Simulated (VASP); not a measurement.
# Cu (P6/mmm) in VASP: single point with PBE

Aim: the single point of Cu with PBE.

All numbers are computed with VASP 6.6.1; they aren't measurements. Logs are shortened: lines on timing, memory, paths and dates and some standing lists are left out, and cuts for length are marked.

**1. The cell of the first run**

It takes space group P6/mmm (No. 191, hexagonal). The conventional cell has a = 4.091 Å, b = 4.091 Å, c = 2.683 Å, α = 90.00°, β = 90.00°, γ = 120.00°. Within 3.5 Å of Cu (site symmetry 6/mmm) lie 14 Cu at 2.68 to 2.72 Å. Within 3.1 Å of Cu (site symmetry -6m2) lie 11 Cu at 2.36 to 2.72 Å.

This isn't the form of Cu at room conditions, which is fcc.

**2. Single point, PBE (Ti replaced by Cu, lengths x 0.895, strained)**

The input, INCAR:

```
PREC = Accurate ; ENCUT = 820
EDIFF = 1E-6 ; ISMEAR = 0
SIGMA = 0.1 ; LREAL = False
LASPH = True ; NELM = 120
ALGO = Normal ; ISIF = 2
LWAVE = False ; LCHARG = True
GGA = PE ; LELF = True
LVHAR = True ; NBANDS = 36
GGA_COMPAT = False
```

The input, KPOINTS:

```
regular mesh
0
Gamma
  12 12 16
```

The input, POSCAR:

```
Cu
1.0
    4.0906619337      0.0000000000      0.0000000000
   -2.0453309669      3.5426171529      0.0000000000
    0.0000000000      0.0000000000      2.6830285810
Cu
3
Direct
    0.0000000000      0.0000000000      0.0000000000
    0.3333333333      0.6666666667      0.5000000000
    0.6666666667      0.3333333333      0.5000000000
```

Potentials or basis: VASP PAW PBE potentials, release 64 (Cu_sv_GW).

On the command line:

```console
> cat potpaw_PBE.64/Cu_sv_GW/POTCAR > POTCAR
> mpirun -np 1 vasp_std > vasp.out
```

OUTCAR:

```text
PREC = Accurate
   ENCUT = 820
   EDIFF = 1E-6
   ISMEAR = 0
   LREAL = False
   LASPH = True
   NELM = 120
   ISIF = 2
   GGA = PE

 ion  position               nearest neighbor table
   1  0.000  0.000  0.000-
   2  0.333  0.667  0.500-   3 2.36   3 2.36   3 2.36
   3  0.667  0.333  0.500-   2 2.36   2 2.36   2 2.36

  LATTYP: Found a hexagonal cell.
 ALAT       =     4.0906619337
 C/A-ratio  =     0.6558910574

  Lattice vectors:

 A1 = (   4.0906619337,   0.0000000000,   0.0000000000)
 A2 = (  -2.0453309669,   3.5426171529,   0.0000000000)
 A3 = (   0.0000000000,   0.0000000000,   2.6830285810)

Analysis of symmetry for initial positions (statically):
=====================================================================
 Subroutine PRICEL returns:
 Original cell was already a primitive cell.

 Routine SETGRP: Setting up the symmetry group for a
 hexagonal supercell.

 Subroutine GETGRP returns: Found 24 space group operations
 (whereof 24 operations were pure point group operations)
 out of a pool of 24 trial point group operations.

The static configuration has the point symmetry D_6h.

Analysis of symmetry for dynamics (positions and initial velocities):
=====================================================================
 Subroutine PRICEL returns:
 Original cell was already a primitive cell.

 Routine SETGRP: Setting up the symmetry group for a
 hexagonal supercell.

 Subroutine GETGRP returns: Found 24 space group operations
 (whereof 24 operations were pure point group operations)
 out of a pool of 24 trial point group operations.

The dynamic configuration has the point symmetry D_6h.

 Subroutine INISYM returns: Found 24 space group operations
 (whereof 24 operations are pure point group operations),
 and found     1 'primitive' translations

----------------------------------------------------------------------------------------

                                     Primitive cell

  volume of cell :      38.8815

  direct lattice vectors                    reciprocal lattice vectors
     4.090661934  0.000000000  0.000000000     0.244459214  0.141138593  0.000000000
    -2.045330967  3.542617153  0.000000000     0.000000000  0.282277186  0.000000000
     0.000000000  0.000000000  2.683028581     0.000000000  0.000000000  0.372713137

  length of vectors
     4.090661934  4.090661934  2.683028581     0.282277186  0.282277186  0.372713137

  position of ions in fractional coordinates (direct lattice)
     0.000000000  0.000000000  0.000000000
     0.333333333  0.666666667  0.500000000
     0.666666667  0.333333333  0.500000000

  ion indices of the primitive-cell ions
   primitive index   ion index
                 1           1
                 2           2
                 3           3

----------------------------------------------------------------------------------------

 KPOINTS: regular mesh

Automatic generation of k-mesh.
 Grid dimensions read from file:
 generate k-points for:   12   12   16

 Generating k-lattice:

  Cartesian coordinates                     Fractional coordinates (reciprocal lattice)
     0.020371601  0.011761549  0.000000000     0.083333333  0.000000000  0.000000000
     0.000000000  0.023523099  0.000000000     0.000000000  0.083333333  0.000000000
     0.000000000  0.000000000  0.023294571     0.000000000  0.000000000  0.062500000

  Length of vectors
     0.023523099  0.023523099  0.023294571

  Shift w.r.t. Gamma in fractional coordinates (k-lattice)
     0.000000000  0.000000000  0.000000000

 Subroutine IBZKPT returns following result:
 ===========================================

 Found    171 irreducible k-points:

 Following reciprocal coordinates:
            Coordinates               Weight
  0.000000  0.000000  0.000000      1.000000
  0.083333  0.000000  0.000000      6.000000
  0.166667 -0.000000  0.000000      6.000000
  0.250000  0.000000  0.000000      6.000000
  0.333333  0.000000  0.000000      6.000000
  0.416667  0.000000  0.000000      6.000000
[... 16 lines left out ...]
  0.250000  0.000000  0.062500     12.000000
  0.333333  0.000000  0.062500     12.000000
 [... further k-points ...]
   k-points           NKPTS =    171   k-points in BZ     NKDIM =    171   number of bands    NBANDS=     36
   number of dos      NEDOS =    301   number of ions     NIONS =      3
   total plane-waves  NPLWV =  44800
   dimension x,y,z NGX =    40 NGY =   40 NGZ =   28
   dimension x,y,z NGXF=    80 NGYF=   80 NGZF=   56
   ions per type =               3
   NGX,Y,Z   is equivalent  to a cutoff of  16.26, 16.26, 17.35 a.u.
   NGXF,Y,Z  is equivalent  to a cutoff of  32.51, 32.51, 34.70 a.u.
 SYSTEM =  unknown system
   PREC   = accura    normal or accurate (medium, high low for compatibility)
   ISTART =      0    job   : 0-new  1-cont  2-samecut
   ICHARG =      2    charge: 1-file 2-atom 10-const
   ISPIN  =      1    spin polarized calculation?
   LNONCOLLINEAR =      F non collinear calculations
   LSORBIT =      F    spin-orbit coupling
   LASPH  =      T    aspherical Exc in radial PAW
   ENCUT  =  820.0 eV  60.27 Ry    7.76 a.u.   9.55  9.55  6.26*2*pi/ulx,y,z
   NELM   =    120;   NELMIN=  2; NELMDL= -5     # of ELM steps
   EDIFF  = 0.1E-05   stopping-criterion for ELM
   LREAL  =      F    real-space projection
   EDIFFG = 0.1E-04   stopping-criterion for IOM
   NSW    =      0    number of steps for IOM
   IBRION =     -1    ionic relax: 0-MD 1-quasi-New 2-CG
   NFREE  =      0    steps in history (QN), initial steepest desc. (CG)
   ISIF   =      2    stress and relaxation
   ISYM   =      2    0-nonsym 1-usesym 2-fastsym
   POTIM  = 0.5000    time-step for ionic-motion
   TEBEG  =    0.0;   TEEND  =   0.0 temperature during run
   PSTRESS=    0.0 pullay stress
   NELECT =      57.0000    total number of electrons
   NUPDOWN=      -1.0000    fix difference up-down
   EMIN   =  10.00;   EMAX   =-10.00  energy-range for DOS
   EFERMI =   0.00;   METHOD = LEGACY
   ISMEAR =     0;   SIGMA  =   0.10  broadening in eV -4-tet -1-fermi 0-gaus
   EFERMI_NEDOS =   21; number of points for ismear=-14 and -15
   IALGO  =     38    algorithm
   IMIX   =      4    mixing-type and parameters
     AMIX     =   0.40;   BMIX     =  1.00
     AMIX_MAG =   1.60;   BMIX_MAG =  1.00
  volume/ion in A,a.u.               =      12.96        87.46
  Fermi-wavevector in a.u.,A,eV,Ry     =   1.859739  3.514398 47.057524  3.458630
  Thomas-Fermi vector in A             =   2.907903
   LORBIT       =      0    0 simple, 1 ext, 2 COOP (PROOUT), +10 PAW based schemes
   GGA     = PE    functional components
   LHFCALC =     F    Hartree Fock is set to
   AEXX    =    0.0000 exact exchange contribution
   IVDW    =     0    specifies the selected vdW correction
   LEPSILON=     F    determine dielectric tensor
   LRPA    =     F    only Hartree local field effects (RPA)
 non-spin polarized calculation
 Gauss-broadening in eV      SIGMA  =   0.10
  energy-cutoff  :      820.00
  volume of cell :       38.88
 maximum number of plane-waves:      2107
 NGX is ok and might be reduce to    40
   NGX = 19   NGY = 19   NGZ = 13

 number of electron      57.0000004 magnetization

 Free energy of the ion-electron system (eV)
  ---------------------------------------------------
  ext. energy  EPLUGINS =         0.00000000
  ---------------------------------------------------
  free energy    TOTEN  =       -11.00621732 eV

  energy without entropy =      -10.99979048  energy(sigma->0) =      -11.00300390

 E-fermi :   6.4731     XC(G=0): -12.7605

 val. band max:        6.4633617853   @ k =   0.3333   0.0000   0.1875
 cond. band min:       6.4734137017   @ k =   0.3333   0.0000   0.5000
 fundamental gap:      0.0100519165
 Fermi energy:         6.4730523749

 k-point     1 :       0.0000    0.0000    0.0000
  band No.  band energies     occupation
      1    -105.9090      2.00000
      2    -105.8876      2.00000
      3    -105.8231      2.00000
      4     -63.3508      2.00000
      5     -63.3508      2.00000
      6     -63.2633      2.00000
[... 28 lines left out ...]
     35      18.0718      0.00000
     36      23.3962      0.00000

 k-point     2 :       0.0833    0.0000    0.0000
  band No.  band energies     occupation
      1    -105.9086      2.00000
      2    -105.8879      2.00000
      3    -105.8232      2.00000
      4     -63.3516      2.00000
      5     -63.3498      2.00000
      6     -63.2636      2.00000
[... 28 lines left out ...]
     35      18.1995      0.00000
     36      23.4310      0.00000

 k-point     3 :       0.1667   -0.0000    0.0000
  band No.  band energies     occupation
      1    -105.9077      2.00000
      2    -105.8888      2.00000
      3    -105.8232      2.00000
      4     -63.3534      2.00000
      5     -63.3467      2.00000
      6     -63.2652      2.00000
[... 28 lines left out ...]
     35      18.5758      0.00000
     36      23.5362      0.00000

 k-point     4 :       0.2500    0.0000    0.0000
  band No.  band energies     occupation
      1    -105.9062      2.00000
      2    -105.8903      2.00000
      3    -105.8232      2.00000
      4     -63.3557      2.00000
      5     -63.3417      2.00000
      6     -63.2688      2.00000
[... 28 lines left out ...]
     35      19.1827      0.00000
     36      23.7135      0.00000

 k-point     5 :       0.3333    0.0000    0.0000
  band No.  band energies     occupation
      1    -105.9043      2.00000
      2    -105.8920      2.00000
      3    -105.8232      2.00000
      4     -63.3578      2.00000
      5     -63.3353      2.00000
      6     -63.2744      2.00000
[... 655 lines left out ...]
 k-point    22 :       0.1667   -0.0000    0.0625
  band No.  band energies     occupation
      1    -105.9076      2.00000
      2    -105.8887      2.00000
      3    -105.8231      2.00000
      4     -63.3532      2.00000
      5     -63.3466      2.00000
      6     -63.2652      2.00000
[... 28 lines left out ...]
     35      17.5870      0.00000
     36      24.6609      0.00000

 k-point    23 :       0.2500    0.0000    0.0625
  band No.  band energies     occupation
      1    -105.9061      2.00000
      2    -105.8902      2.00000
      3    -105.8231      2.00000
      4     -63.3555      2.00000
      5     -63.3416      2.00000
      6     -63.2688      2.00000
[... 28 lines left out ...]
     35      18.4381      0.00000
     36      24.5732      0.00000

 k-point    24 :       0.3333    0.0000    0.0625
  band No.  band energies     occupation
      1    -105.9041      2.00000
      2    -105.8919      2.00000
      3    -105.8231      2.00000
      4     -63.3576      2.00000
      5     -63.3351      2.00000
      6     -63.2743      2.00000
[... 28 lines left out ...]
     35      20.7272      0.00000
     36      23.2600      0.00000

 [... further k-points ...]

------------------------ aborting loop because EDIFF is reached ----------------------------------------

  FORCE on cell =-STRESS in cart. coord.  units (eV):
  Direction    XX          YY          ZZ          XY          YZ          ZX
  --------------------------------------------------------------------------------------
  -------------------------------------------------------------------------------------
  Total       -0.8081780     -0.8081780     -3.6203069      0.0000000     -0.0000000     -0.0000000
  in kB      -33.3023204    -33.3023204   -149.1807767      0.0000000     -0.0000000     -0.0000000
  external PRESSURE =     -71.9284725 kB  Pullay stress =       0.0000000 kB

 VOLUME and BASIS-vectors are now :
 -----------------------------------------------------------------------------
  energy-cutoff  :      820.00
  volume of cell :       38.88
      direct lattice vectors                 reciprocal lattice vectors
     4.090661934  0.000000000  0.000000000     0.244459214  0.141138593  0.000000000
    -2.045330967  3.542617153  0.000000000     0.000000000  0.282277186  0.000000000
     0.000000000  0.000000000  2.683028581     0.000000000  0.000000000  0.372713137

 POSITION                                       TOTAL-FORCE (eV/Angst)
 -----------------------------------------------------------------------------------
      0.00000      0.00000      0.00000         0.000000      0.000000      0.000000
     -0.00000      2.36174      1.34151         0.000000      0.000000      0.000000
      2.04533      1.18087      1.34151        -0.000000     -0.000000     -0.000000
 -----------------------------------------------------------------------------------
    total drift:                               -0.000000      0.000000      0.000000

  FREE ENERGIE OF THE ION-ELECTRON SYSTEM (eV)
  ---------------------------------------------------
  free  energy   TOTEN  =       -11.0062173196 eV

  energy  without entropy=      -10.9997904837  energy(sigma->0) =      -11.00300390
```

Wall time 9.2 min (1 thread of Intel Xeon Platinum 8259CL at 2.50GHz (Skylake/Cascade Lake), shared host); peak memory 0.51 GiB.

Results:

```
Free energy            : -11.0062 eV
Pressure               : -7.2 GPa
Band gap on the k mesh : zero (an odd number of electrons rules out a gap without spin polarisation)
```

Caveat: the cell differs from its parent crystal (Ti replaced by Cu, lengths x 0.895, strained); the stress differs along the axes, from -15 to -3 GPa.
